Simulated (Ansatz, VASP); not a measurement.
## IrRu5: VASP beside Ansatz

```
Ru Ir
1.0
     2.69859    0.00000    0.00000
     0.00000    3.82201    0.00000
     0.00000    0.00000    8.10199
Ru Ir
5 1
Direct
  0.50000 0.50000 0.16931
  0.00000 0.00000 0.33483
  0.50000 0.50000 0.50000
  0.00000 0.00000 0.66517
  0.50000 0.50000 0.83069
  0.00000 0.00000 0.00000
```

Alike in both runs: functional PBE; k mesh 14 × 10 × 6; occupations gaussian, width 0.1 eV; no spin polarisation.

Ansatz relaxed the structure, and its values are those at the end. VASP's run is a single point on that final structure, the one shown.

|  | VASP | Ansatz |
| --- | --- | --- |
| version | VASP 6.6.1 | Ansatz 0.2.0 |
| potentials or method | VASP PAW PBE potentials, release 64 (Ru_pv, Ir), cutoff 520 eV | scalar-relativistic, plane waves, PAW |
| valence electrons in the cell | 79 | 97 |

```csv
,VASP,Ansatz,Ansatz less VASP
gap on the k mesh at the Fermi level (eV),none,none,-
pressure (GPa),0.0,0.0,+0.01
rms of the force components (eV/Å),0.006,0.001,-0.0051
```

A gap of «none» marks a metal or a gap that the smearing closes. With one functional, cell and mesh, what is left measures potentials, basis and numerics. VASP's potentials hold 79 valence electrons a cell and Ansatz's 97, so a difference there can come from the potentials and not from the codes.

Neither program's run includes spin-orbit coupling.
